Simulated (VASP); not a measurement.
# SnTe (f.blda) (Fm-3m) in VASP: single point with LDA

Aim: the single point of SnTe (f.blda) with LDA.

Program: VASP 6.6.1. These are calculated values, not measurements. Logs are shortened: lines on timing, memory, paths and dates and some standing lists are left out, and cuts for length are marked.

**1. The cell of the first run**

It takes space group Fm-3m (No. 225, cubic). The conventional cell has a = 6.236 Å, b = 6.236 Å, c = 6.236 Å, α = 90.00°, β = 90.00°, γ = 90.00°. Sn (site symmetry m-3m) has 6 Te at 3.12 Å within 4.1 Å. Within 4.1 Å of Te (site symmetry m-3m) lie 6 Sn at 3.12 Å.

**2. Single point, LDA**

INCAR

```
SYSTEM = SnTe
PREC = Accurate
ENCUT = 500
EDIFF = 1E-6
ISMEAR = 0
SIGMA = 0.01
LREAL = .FALSE.
LASPH = .TRUE.
NELM = 120
ALGO = Normal
ISIF = 2
LWAVE = .FALSE.
LCHARG = .FALSE.
NBANDS = 17
GGA_COMPAT = .FALSE.
```

KPOINTS

```
regular mesh
0
G
  10 10 10
  0 0 0
```

POSCAR

```
SnTe
1.0
    0.0000000000      3.1177615171      3.1177615171
    3.1177615171      0.0000000000      3.1177615171
    3.1177615171      3.1177615171      0.0000000000
Sn Te
1 1
Direct
    0.0000000000      0.0000000000      0.0000000000
    0.5000000000      0.5000000000      0.5000000000
```

Potentials or basis: VASP PAW LDA potentials, release 64 (Sn_d, Te).

Run with:

```sh
> cat potpaw_LDA.64/Sn_d/POTCAR potpaw_LDA.64/Te/POTCAR > POTCAR
> mpirun -np 1 vasp_std > vasp.out
```

OUTCAR:

```text
SYSTEM = SnTe
   PREC = Accurate
   ENCUT = 500
   EDIFF = 1E-6
   ISMEAR = 0
   LREAL = .FALSE.
   LASPH = .TRUE.
   NELM = 120
   ISIF = 2

 ion  position               nearest neighbor table
   1  0.000  0.000  0.000-   2 3.12   2 3.12   2 3.12   2 3.12   2 3.12   2 3.12
   2  0.500  0.500  0.500-   1 3.12   1 3.12   1 3.12   1 3.12   1 3.12   1 3.12

  LATTYP: Found a face centered cubic cell.
 ALAT       =     6.2355230342

  Lattice vectors:

 A1 = (   0.0000000000,   3.1177615171,   3.1177615171)
 A2 = (   3.1177615171,   0.0000000000,   3.1177615171)
 A3 = (   3.1177615171,   3.1177615171,   0.0000000000)

Analysis of symmetry for initial positions (statically):
[... 33 lines left out ...]
                                     Primitive cell

  volume of cell :      60.6120

  direct lattice vectors                    reciprocal lattice vectors
     0.000000000  3.117761517  3.117761517    -0.160371471  0.160371471  0.160371471
     3.117761517  0.000000000  3.117761517     0.160371471 -0.160371471  0.160371471
     3.117761517  3.117761517  0.000000000     0.160371471  0.160371471 -0.160371471

  length of vectors
     4.409180622  4.409180622  4.409180622     0.277771535  0.277771535  0.277771535

  position of ions in fractional coordinates (direct lattice)
     0.000000000  0.000000000  0.000000000
     0.500000000  0.500000000  0.500000000

  ion indices of the primitive-cell ions
   primitive index   ion index
                 1           1
                 2           2

----------------------------------------------------------------------------------------

 KPOINTS: regular mesh

Automatic generation of k-mesh.
 Grid dimensions read from file:
 generate k-points for:   10   10   10

 Generating k-lattice:

  Cartesian coordinates                     Fractional coordinates (reciprocal lattice)
    -0.016037147  0.016037147  0.016037147     0.100000000  0.000000000  0.000000000
     0.016037147 -0.016037147  0.016037147     0.000000000  0.100000000  0.000000000
     0.016037147  0.016037147 -0.016037147     0.000000000  0.000000000  0.100000000

  Length of vectors
     0.027777154  0.027777154  0.027777154

  Shift w.r.t. Gamma in fractional coordinates (k-lattice)
     0.000000000  0.000000000  0.000000000

 Subroutine IBZKPT returns following result:
 ===========================================

 Found     47 irreducible k-points:

 Following reciprocal coordinates:
            Coordinates               Weight
  0.000000  0.000000  0.000000      1.000000
  0.100000  0.000000  0.000000      8.000000
[... 39 lines left out ...]
   ENCUT  =  500.0 eV  36.75 Ry    6.06 a.u.   8.04  8.04  8.04*2*pi/ulx,y,z
   NELM   =    120;   NELMIN=  2; NELMDL= -5     # of ELM steps
   EDIFF  = 0.1E-05   stopping-criterion for ELM
   LREAL  =      F    real-space projection
   EDIFFG = 0.1E-04   stopping-criterion for IOM
   NSW    =      0    number of steps for IOM
   IBRION =     -1    ionic relax: 0-MD 1-quasi-New 2-CG
   NFREE  =      0    steps in history (QN), initial steepest desc. (CG)
   ISIF   =      2    stress and relaxation
   ISYM   =      2    0-nonsym 1-usesym 2-fastsym
   POTIM  = 0.5000    time-step for ionic-motion
   TEBEG  =    0.0;   TEEND  =   0.0 temperature during run
   PSTRESS=    0.0 pullay stress
   NELECT =      20.0000    total number of electrons
   NUPDOWN=      -1.0000    fix difference up-down
   EMIN   =  10.00;   EMAX   =-10.00  energy-range for DOS
   EFERMI =   0.00;   METHOD = LEGACY
   ISMEAR =     0;   SIGMA  =   0.01  broadening in eV -4-tet -1-fermi 0-gaus
   EFERMI_NEDOS =   21; number of points for ismear=-14 and -15
   IALGO  =     38    algorithm
   IMIX   =      4    mixing-type and parameters
     AMIX     =   0.40;   BMIX     =  1.00
     AMIX_MAG =   1.60;   BMIX_MAG =  1.00
  volume/ion in A,a.u.               =      30.31       204.52
  Fermi-wavevector in a.u.,A,eV,Ry     =   1.131267  2.137785 17.412273  1.279766
  Thomas-Fermi vector in A             =   2.267966
   LORBIT       =      0    0 simple, 1 ext, 2 COOP (PROOUT), +10 PAW based schemes
   GGA     = CA    functional components
   LHFCALC =     F    Hartree Fock is set to
   AEXX    =    0.0000 exact exchange contribution
   IVDW    =     0    specifies the selected vdW correction
   LEPSILON=     F    determine dielectric tensor
   LRPA    =     F    only Hartree local field effects (RPA)
 non-spin polarized calculation
 Gauss-broadening in eV      SIGMA  =   0.01
  energy-cutoff  :      500.00
  volume of cell :       60.61
 maximum number of plane-waves:      1572
   NGX = 17   NGY = 17   NGZ = 17

 number of electron      20.0000007 magnetization

 Free energy of the ion-electron system (eV)
  ---------------------------------------------------
  ext. energy  EPLUGINS =         0.00000000
  ---------------------------------------------------
  free energy    TOTEN  =        -8.83240053 eV

  energy without entropy =       -8.83240053  energy(sigma->0) =       -8.83240053

 E-fermi :   7.1947     XC(G=0):  -9.8783

 val. band max:        7.0724943464   @ k =   0.5000   0.0000   0.0000
 cond. band min:       7.2835524587   @ k =   0.5000   0.0000   0.0000
 fundamental gap:      0.2110581123
 Fermi energy:         7.1947472385

 k-point     1 :       0.0000    0.0000    0.0000
  band No.  band energies     occupation
      1     -14.6656      2.00000
      2     -14.6656      2.00000
      3     -14.6545      2.00000
      4     -14.6545      2.00000
      5     -14.6545      2.00000
      6      -5.9146      2.00000
[... 457 lines left out ...]
      4     -14.6450      2.00000
      5     -14.6446      2.00000
      6      -4.6509      2.00000
[... 9 lines left out ...]
     16      16.4464      0.00000
     17      16.8440      0.00000

 [... further k-points ...]

------------------------ aborting loop because EDIFF is reached ----------------------------------------

  FORCE on cell =-STRESS in cart. coord.  units (eV):
  Direction    XX          YY          ZZ          XY          YZ          ZX
  --------------------------------------------------------------------------------------
  -------------------------------------------------------------------------------------
  Total        0.0145081      0.0145081      0.0145081      0.0000000      0.0000000      0.0000000
  in kB        0.3834967      0.3834967      0.3834967      0.0000000      0.0000000      0.0000000
  external PRESSURE =       0.3834967 kB  Pullay stress =       0.0000000 kB

 VOLUME and BASIS-vectors are now :
 -----------------------------------------------------------------------------
  energy-cutoff  :      500.00
  volume of cell :       60.61
      direct lattice vectors                 reciprocal lattice vectors
     0.000000000  3.117761517  3.117761517    -0.160371471  0.160371471  0.160371471
     3.117761517  0.000000000  3.117761517     0.160371471 -0.160371471  0.160371471
     3.117761517  3.117761517  0.000000000     0.160371471  0.160371471 -0.160371471

 POSITION                                       TOTAL-FORCE (eV/Angst)
 -----------------------------------------------------------------------------------
      0.00000      0.00000      0.00000         0.000000     -0.000000      0.000000
      3.11776      3.11776      3.11776        -0.000000      0.000000     -0.000000
 -----------------------------------------------------------------------------------
    total drift:                                0.000000     -0.000000     -0.000000

  FREE ENERGIE OF THE ION-ELECTRON SYSTEM (eV)
  ---------------------------------------------------
  free  energy   TOTEN  =        -8.8324005268 eV

  energy  without entropy=       -8.8324005268  energy(sigma->0) =       -8.83240053
```

OSZICAR:

```text
N       E                     dE             d eps       ncg     rms          rms(c)
DAV:   1     0.125135306908E+03    0.12514E+03   -0.94366E+03  1626   0.134E+03
DAV:   2     0.296072664778E+01   -0.12217E+03   -0.11881E+03  1696   0.334E+02
DAV:   3    -0.853744501252E+01   -0.11498E+02   -0.11354E+02  1989   0.897E+01
DAV:   4    -0.887588780145E+01   -0.33844E+00   -0.33817E+00  1884   0.158E+01
DAV:   5    -0.888954538179E+01   -0.13658E-01   -0.13657E-01  2276   0.316E+00    0.499E+00
DAV:   6    -0.883783134756E+01    0.51714E-01   -0.10209E-01  2266   0.226E+00    0.315E+00
DAV:   7    -0.883337179502E+01    0.44596E-02   -0.40540E-02  2109   0.104E+00    0.680E-01
DAV:   8    -0.883238857063E+01    0.98322E-03   -0.67077E-03  2045   0.648E-01    0.154E-01
DAV:   9    -0.883242236679E+01   -0.33796E-04   -0.59132E-04  2200   0.213E-01    0.509E-02
DAV:  10    -0.883240086470E+01    0.21502E-04   -0.68464E-05  2094   0.709E-02    0.244E-02
DAV:  11    -0.883240098436E+01   -0.11967E-06   -0.25619E-05  2107   0.391E-02    0.193E-02
DAV:  12    -0.883240052677E+01    0.45760E-06   -0.24404E-06  1676   0.123E-02
   1 F= -.88324005E+01 E0= -.88324005E+01  d E =-.126890E-38
```

stdout:

```text
POSCAR found type information on POSCAR SnTe
 POSCAR found :  2 types and       2 ions
 scaLAPACK will be used
 LDA part: xc-table for (Slater(with rela. corr.)+CA(PZ))
 , standard interpolation
 POSCAR, INCAR and KPOINTS ok, starting setup
 FFT: planning ... GRIDC
 FFT: planning ... GRID_SOFT
 FFT: planning ... GRID
 WAVECAR not read
 entering main loop
```

Run time: 60 s. Hardware: 1 thread of AMD EPYC 7R13, shared host; peak memory 0.15 GiB.

Results:

```
Free energy            : -8.8324 eV
Pressure               : 0.0 GPa
Band gap on the k mesh : 0.21 eV, direct
```

Caveat: spin-orbit coupling is left out, which moves the levels of the heavy elements. A k mesh can miss the band edges.
